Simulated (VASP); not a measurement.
Input of a VASP 6.6.1 run:

Contents of INCAR:

```
PREC     = Accurate       # precision mode
ENCUT    = 520            # plane-wave cutoff, eV
EDIFF    = 1E-6           # SCF threshold, eV
ISMEAR   = 0              # smearing method
SIGMA    = 0.1            # smearing width, eV
LREAL    = F              # projectors in reciprocal space
LASPH    = T              # aspherical terms in the spheres
NELM     = 100            # most SCF steps
ALGO     = Normal         # electronic algorithm
ISIF     = 2              # what is computed and relaxed
LWAVE    = F              # write WAVECAR
LCHARG   = F              # write CHGCAR
GGA      = PE             # functional
NBANDS   = 24             # bands
```

Contents of KPOINTS:

```
regular mesh
0
Gamma
  6 6 4
```

POSCAR

```
Pb2O
1.0
    5.2947970199     -0.0000000035      0.0000000000
   -2.6473985069      4.5854287289      0.0000000000
    0.0000000000      0.0000000000      2.9594013425
Pb O
2 1
Direct
    0.3333333333      0.6666666667      0.5000000000
    0.6666666667      0.3333333333      0.5000000000
    0.0000000000      0.0000000000      0.0000000000
```

Potentials or basis: VASP PAW PBE potentials, release 64 (Pb_d, O).

Command:

```bash
$ cat potpaw_PBE.64/Pb_d/POTCAR potpaw_PBE.64/O/POTCAR > POTCAR
$ mpirun -np 1 vasp_std > vasp.out
```

Question: Estimate the band gap on the k mesh.

Answer: Zero (band 17 reaches 5.79 eV, above the bottom of band 18 at 4.64 eV).

Question: What does it give for the pressure?

Answer: -0.1 GPa.

Stress tensor (GPa, compression positive):
```
-0.08  0.00  0.00
 0.00 -0.08  0.00
 0.00  0.00 -0.17
```

Caveat: the k points lie up to 0.53 Å⁻¹ apart; spin-orbit coupling is left out, which moves the levels of the heavy elements.
